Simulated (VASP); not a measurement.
Write the native input for VASP 6.6.1 that does the following.

```
Task                               : single point
Functional                         : PBEsol-based screened hybrid with 25 % exact exchange
Potentials or basis                : VASP PAW PBE potentials, release 64 (Zr_sv, B)
Cutoff                             : 520 eV
k mesh                             : 5 × 5 × 5
Occupations                        : fermi-dirac, width 0.05 eV
Spin                               : no spin polarisation
Dipole correction                  : no
Grid for exact exchange (PRECFOCK) : Normal
Share of exact exchange            : 0.25
Further INCAR settings             : ALGO = Normal; EDIFF = 1e-07; NBANDS = 14
Screening parameter                : 0.207 1/Å
```

ZrB:

```
Zr B
1.0
     0.00000    2.43306    2.43306
     2.43306    0.00000    2.43306
     2.43306    2.43306    0.00000
Zr B
1 1
Direct
  0.00000 0.00000 0.00000
  0.50000 0.50000 0.50000
```

One way to write it, as run:

POSCAR

```
ZrB
1.0
    0.0000000000      2.4330568886      2.4330568886
    2.4330568886      0.0000000000      2.4330568886
    2.4330568886      2.4330568886      0.0000000000
Zr B
1 1
Direct
    0.0000000000      0.0000000000      0.0000000000
    0.5000000000      0.5000000000      0.5000000000
```

INCAR.step1

```
SYSTEM = ZrB
PREC = Accurate ; ENCUT = 520
EDIFF = 1E-5 ; ISMEAR = -1
SIGMA = 0.05 ; LREAL = .FALSE.
LASPH = .TRUE. ; NELM = 80
ALGO = Normal ; ISIF = 2
LWAVE = .TRUE. ; NBANDS = 14
GGA = PE
```

INCAR.step2

```
SYSTEM = ZrB
PREC = Accurate ; ENCUT = 520
EDIFF = 1E-7 ; ISMEAR = -1
SIGMA = 0.05 ; LREAL = .FALSE.
LASPH = .TRUE. ; NELM = 80
ALGO = Normal ; ISIF = 2
LWAVE = .FALSE. ; LCHARG = .TRUE.
GGA = PS ; LHFCALC = .TRUE.
AEXX = 0.25 ; HFSCREEN = 0.207
PRECFOCK = Normal ; LELF = .TRUE.
LVHAR = .TRUE. ; NBANDS = 14
ISTART = 1
```

KPOINTS

```
Automatic mesh
0
G
  5 5 5
  0 0 0
```

Potentials or basis: VASP PAW PBE potentials, release 64 (Zr_sv, B).

The run is started by

```sh
$ cat potpaw_PBE.64/Zr_sv/POTCAR potpaw_PBE.64/B/POTCAR > POTCAR
$ cp INCAR.step1 INCAR
$ mpirun -np 1 vasp_std > vasp.out
$ cp INCAR.step2 INCAR
$ mpirun -np 1 vasp_std > vasp.out
```

It gave:

```json
{"Pressure": "0.1 GPa", "Band gap on the k mesh": "zero (an odd number of electrons rules out a gap without spin polarisation)"}
```

Caveat: the k points lie up to 0.45 Å⁻¹ apart, too coarse for converged energies and pressures of a metal; the PAW data sets were made with another functional, which shifts forces and pressure a little.

It took 29 min on 1 thread of Intel Xeon 8259CL (shared host), peak memory 0.27 GiB.
